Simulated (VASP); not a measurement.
# PtSe (P-6m2) in VASP: further runs, part 2 of 2

VASP 6.6.1.

### Step 4. Single point, PBE-based screened hybrid with 25 % exact exchange

This run uses another cell than the first one, of 18.68 Å³/atom.

Contents of POSCAR:

```
PtSe
1.0
    3.7345764352     -0.0000000029      0.0000000000
   -1.8672882151      3.2342380668      0.0000000000
    0.0000000000      0.0000000000      3.0930163091
Pt Se
1 1
Direct
    0.0000000000      0.0000000000      0.0000000000
    0.6666666667      0.3333333333      0.5000000000
```

Contents of INCAR.step1:

```
PREC = Accurate ; ENCUT = 400
EDIFF = 1E-5 ; ISMEAR = -1
SIGMA = 0.05 ; LREAL = F
LASPH = T ; NELM = 120
ALGO = Normal ; ISIF = 2
LWAVE = T ; LCHARG = F
NBANDS = 15 ; GGA = PE
GGA_COMPAT = F
```

Contents of INCAR.step2:

```
PREC = Accurate ; ENCUT = 400
EDIFF = 1E-6 ; ISMEAR = -1
SIGMA = 0.05 ; LREAL = F
LASPH = T ; NELM = 120
ALGO = Normal ; ISIF = 2
LWAVE = F ; LCHARG = F
GGA = PE ; LHFCALC = T
AEXX = 0.25 ; HFSCREEN = 0.3
PRECFOCK = Normal ; NBANDS = 15
ISTART = 1 ; GGA_COMPAT = F
```

Contents of KPOINTS:

```
Automatic mesh
0
Gamma
  4 4 4
```

Potentials or basis: VASP PAW PBE potentials, release 64 (Pt, Se).

Launch:

```console
> cat potpaw_PBE.64/Pt/POTCAR potpaw_PBE.64/Se/POTCAR > POTCAR
> cp INCAR.step1 INCAR
> mpirun -np 1 vasp_std > vasp.out
> cp INCAR.step2 INCAR
> mpirun -np 1 vasp_std > vasp.out
```

OUTCAR:

```text
PREC = Accurate
   ENCUT = 400
   EDIFF = 1E-6
   ISMEAR = -1
   LREAL = F
   LASPH = T
   NELM = 120
   ISIF = 2
   GGA = PE
   LHFCALC = T
   AEXX = 0.25
   HFSCREEN = 0.3
   PRECFOCK = Normal
   ISTART = 1

 ion  position               nearest neighbor table
   1  0.000  0.000  0.000-   2 2.65   2 2.65   2 2.65   2 2.65   2 2.65   2 2.65
   2  0.667  0.333  0.500-   1 2.65   1 2.65   1 2.65   1 2.65   1 2.65   1 2.65

  LATTYP: Found a hexagonal cell.
 ALAT       =     3.7345764352
 C/A-ratio  =     0.8282107390

  Lattice vectors:

 A1 = (   3.7345764352,  -0.0000000029,   0.0000000000)
 A2 = (  -1.8672882151,   3.2342380668,   0.0000000000)
 A3 = (   0.0000000000,   0.0000000000,   3.0930163091)

Analysis of symmetry for initial positions (statically):
=====================================================================
 Subroutine PRICEL returns:
 Original cell was already a primitive cell.

 Routine SETGRP: Setting up the symmetry group for a
 hexagonal supercell.

 Subroutine GETGRP returns: Found 12 space group operations
 (whereof 12 operations were pure point group operations)
 out of a pool of 24 trial point group operations.

The static configuration has the point symmetry D_3h.

Analysis of symmetry for dynamics (positions and initial velocities):
=====================================================================
 Subroutine PRICEL returns:
 Original cell was already a primitive cell.

 Routine SETGRP: Setting up the symmetry group for a
 hexagonal supercell.

 Subroutine GETGRP returns: Found 12 space group operations
 (whereof 12 operations were pure point group operations)
 out of a pool of 24 trial point group operations.

The dynamic configuration has the point symmetry D_3h.

[... 114 lines left out ...]
   NKREDX  =     1    reduce k-point grid by
   NKREDY  =     1    reduce k-point grid by
   NKREDZ  =     1    reduce k-point grid by
   AEXX    =    0.2500 exact exchange contribution
   HFSCREEN=    0.3000 screening length (either q_TF or 0.3 A-1)
   HFSCREENC=   0.3000 screening length for correlation (either q_TF or 0.3 A-1)
   ENCUTFOCK=  -1.0 apply spherical cutoff to Coloumb kernel
   IVDW    =     0    specifies the selected vdW correction
   LEPSILON=     F    determine dielectric tensor
   LRPA    =     F    only Hartree local field effects (RPA)
 non-spin polarized calculation
  energy-cutoff  :      400.00
  volume of cell :       37.36
 maximum number of plane-waves:       688
  NGX = 20; NGY = 20; NGZ = 16

 number of electron      15.9999991 magnetization

 Free energy of the ion-electron system (eV)
  ---------------------------------------------------
  ext. energy  EPLUGINS =         0.00000000
  ---------------------------------------------------
  free energy    TOTEN  =       -10.66777023 eV

  energy without entropy =      -10.65769555  energy(sigma->0) =      -10.66273289

 E-fermi :   7.4580     XC(G=0):  -9.5245

 val. band max:        7.4440320679   @ k =   0.5000   0.0000   0.2500
 cond. band min:       7.6069281928   @ k =   0.2500   0.2500   0.2500
 fundamental gap:      0.1628961249
 Fermi energy:         7.4580088650

 k-point     1 :       0.0000    0.0000    0.0000
  band No.  band energies     occupation
      1      -9.8279      2.00000
      2       1.5397      2.00000
      3       1.5397      2.00000
      4       2.0090      2.00000
      5       4.7299      2.00000
      6       4.7299      2.00000
      7       6.6791      2.00000
      8       8.0355      0.00002
      9       8.0355      0.00002
     10       8.2078      0.00000
     11      14.7587      0.00000
     12      14.7587      0.00000
     13      15.5857      0.00000
     14      20.5593      0.00000
[... 185 lines left out ...]
      2      -0.3056      2.00000
      3       0.2671      2.00000
      4       2.3706      2.00000
      5       3.7946      2.00000
      6       4.9334      2.00000
      7       5.5916      2.00000
      8       6.1216      2.00000
      9       9.4520      0.00000
     10       9.5499      0.00000
     11      11.4808      0.00000
     12      15.1277      0.00000
     13      17.9505      0.00000
     14      21.1024      0.00000
     15      23.3297      0.00000

------------------------ aborting loop because EDIFF is reached ----------------------------------------

  FORCE on cell =-STRESS in cart. coord.  units (eV):
  Direction    XX          YY          ZZ          XY          YZ          ZX
  --------------------------------------------------------------------------------------
  -------------------------------------------------------------------------------------
  Total       -0.0341047     -0.0341047     -0.0304082      0.0000000      0.0000000      0.0000000
  in kB       -1.4626128     -1.4626128     -1.3040827      0.0000000      0.0000000      0.0000000
  external PRESSURE =      -1.4097694 kB  Pullay stress =       0.0000000 kB

 VOLUME and BASIS-vectors are now :
 -----------------------------------------------------------------------------
  energy-cutoff  :      400.00
  volume of cell :       37.36
      direct lattice vectors                 reciprocal lattice vectors
     3.734576435 -0.000000003  0.000000000     0.267767983  0.154595917  0.000000000
    -1.867288215  3.234238067  0.000000000     0.000000000  0.309191834  0.000000000
     0.000000000  0.000000000  3.093016309     0.000000000  0.000000000  0.323308997

 POSITION                                       TOTAL-FORCE (eV/Angst)
 -----------------------------------------------------------------------------------
      0.00000      0.00000      0.00000         0.000000     -0.000000      0.000000
      1.86729      1.07808      1.54651        -0.000000      0.000000      0.000000
 -----------------------------------------------------------------------------------
    total drift:                               -0.000005     -0.000008      0.000000

  FREE ENERGIE OF THE ION-ELECTRON SYSTEM (eV)
  ---------------------------------------------------
  free  energy   TOTEN  =       -10.6677702296 eV

  energy  without entropy=      -10.6576955498  energy(sigma->0) =      -10.66273289
```

OUTCAR.step1:

```text
PREC = Accurate
   ENCUT = 400
   EDIFF = 1E-5
   ISMEAR = -1
   LREAL = F
[... 423 lines left out ...]
      0.00000      0.00000      0.00000         0.000000      0.000000      0.000000
      1.86729      1.07808      1.54651         0.000000     -0.000000      0.000000
 -----------------------------------------------------------------------------------
    total drift:                               -0.000000      0.000000      0.000000

  FREE ENERGIE OF THE ION-ELECTRON SYSTEM (eV)
  ---------------------------------------------------
  free  energy   TOTEN  =        -9.2377747579 eV

  energy  without entropy=       -9.2277511080  energy(sigma->0) =       -9.23276293
```

Wall time 3.9 min (1 thread of Intel Xeon 6975P-C (Granite Rapids), shared host); peak memory 0.24 GiB.

Results:

| Item | Value |
| --- | --- |
| Free energy | -10.6678 eV |
| Pressure | -0.1 GPa |
| Band gap on the k mesh | zero (bands 8 and 9 overlap by 0.95 eV) |

Caveat: the k points lie up to 0.51 Å⁻¹ apart, too coarse for converged energies and pressures of a metal; the PAW data sets were made with another functional, which shifts forces and pressure a little; spin-orbit coupling is left out, which moves the levels of the heavy elements.

### Step 5. Single point, B3LYP

This run uses another cell than the first one, of 19.85 Å³/atom.

Contents of POSCAR:

```
PtSe
1.0
    3.8045254792     -0.0000000030      0.0000000000
   -1.9022627370      3.2948157158      0.0000000000
    0.0000000000      0.0000000000      3.1663584188
Pt Se
1 1
Direct
    0.0000000000      0.0000000000      0.0000000000
    0.6666666667      0.3333333333      0.5000000000
```

Contents of INCAR.step1:

```
PREC     = Accurate       # precision mode
ENCUT    = 400            # plane-wave cutoff, eV
EDIFF    = 1E-5           # SCF threshold, eV
ISMEAR   = -1             # smearing method
SIGMA    = 0.05           # smearing width, eV
LREAL    = False          # projectors in reciprocal space
LASPH    = True           # aspherical terms in the spheres
NELM     = 120            # most SCF steps
ALGO     = Normal         # electronic algorithm
ISIF     = 2              # what is computed and relaxed
LWAVE    = True           # write WAVECAR
LCHARG   = False          # write CHGCAR
GGA      = PE             # functional
NBANDS   = 15             # bands
GGA_COMPAT= False
```

Contents of INCAR.step2:

```
PREC     = Accurate       # precision mode
ENCUT    = 400            # plane-wave cutoff, eV
EDIFF    = 1E-6           # SCF threshold, eV
ISMEAR   = -1             # smearing method
SIGMA    = 0.05           # smearing width, eV
LREAL    = False          # projectors in reciprocal space
LASPH    = True           # aspherical terms in the spheres
NELM     = 120            # most SCF steps
ALGO     = Normal         # electronic algorithm
ISIF     = 2              # what is computed and relaxed
LWAVE    = False          # write WAVECAR
LCHARG   = False          # write CHGCAR
GGA      = B3             # functional
LHFCALC  = True           # exact exchange
AEXX     = 0.2            # exact-exchange fraction
AGGAX    = 0.72         
AGGAC    = 0.81         
ALDAC    = 0.19         
PRECFOCK = Normal       
ISTART   = 1            
NBANDS   = 15             # bands
GGA_COMPAT= False
```

Contents of KPOINTS:

```
regular mesh
0
Gamma
  4 4 4
```

Launch:

```console
> cat potpaw_PBE.64/Pt/POTCAR potpaw_PBE.64/Se/POTCAR > POTCAR
> cp INCAR.step1 INCAR
> mpirun -np 1 vasp_std > vasp.out
> cp INCAR.step2 INCAR
> mpirun -np 1 vasp_std > vasp.out
```

It took 3.2 min on 1 thread of Intel Xeon 6975P-C (Granite Rapids), shared host; peak memory 0.16 GiB.

Results (log left out):

```yaml
Free_energy: -10.0887 eV
Pressure: 0.1 GPa
Band_gap_on_the_k_mesh: zero (bands 8 and 9 overlap by 1.18 eV)
```

Stress tensor (GPa, compression positive):
```
0.06 0.00 0.00
0.00 0.06 0.00
0.00 0.00 0.26
```

Levels at points of the mesh, in eV from the Fermi level:
| k point | band 6 | band 7 | band 8 | band 9 | band 10 | band 11 |
| --- | --- | --- | --- | --- | --- | --- |
| (0.00, 0.00, 0.00) | -2.78 | -1.05 | 0.80 | 0.80 | 0.88 | 7.79 |
| (0.50, 0.00, 0.00) | -2.93 | -2.89 | -2.25 | 2.32 | 3.86 | 8.33 |
| (0.00, 0.00, 0.50) | -3.84 | -1.56 | 0.66 | 0.66 | 5.35 | 6.55 |
| (0.50, 0.00, 0.50) | -2.59 | -2.34 | -1.45 | 1.56 | 2.34 | 6.57 |

Caveat: the k points lie up to 0.50 Å⁻¹ apart, too coarse for converged energies and pressures of a metal; the PAW data sets were made with another functional, which shifts forces and pressure a little; spin-orbit coupling is left out, which moves the levels of the heavy elements.

### Step 6. Summary

```tsv
level	cell	share of exact exchange	screening parameter	gap on the mesh (eV)	pressure (GPa)
PBE0	a = 3.561, b = 3.561, c = 3.347 Å, angles 90.0, 90.0, 120.0°, 2 atoms	0.25	-	none	-0.7
HSE06	a = 3.731, b = 3.731, c = 3.089 Å, angles 90.0, 90.0, 120.0°, 2 atoms	0.25	0.2079 1/Å	none	-0.2
PBE-based screened hybrid with 25 % exact exchange	a = 3.735, b = 3.735, c = 3.093 Å, angles 90.0, 90.0, 120.0°, 2 atoms	0.25	0.3 1/Å	none	-0.1
B3LYP	a = 3.805, b = 3.805, c = 3.166 Å, angles 90.0, 90.0, 120.0°, 2 atoms	0.2	-	none	0.1
```

Alike in all rows: task single point; potentials or basis VASP PAW PBE potentials, release 64 (Pt, Se); no spin polarisation; k mesh 4 × 4 × 4; cutoff (eV) 400; smearing fermi-dirac 0.05 eV.

Caveats: all runs use coarse meshes; the PAW data sets were made with another functional, which shifts forces and pressure a little; spin-orbit coupling is left out, which moves the levels of the heavy elements.

Absolute energies hang on the potentials; compare differences alone.
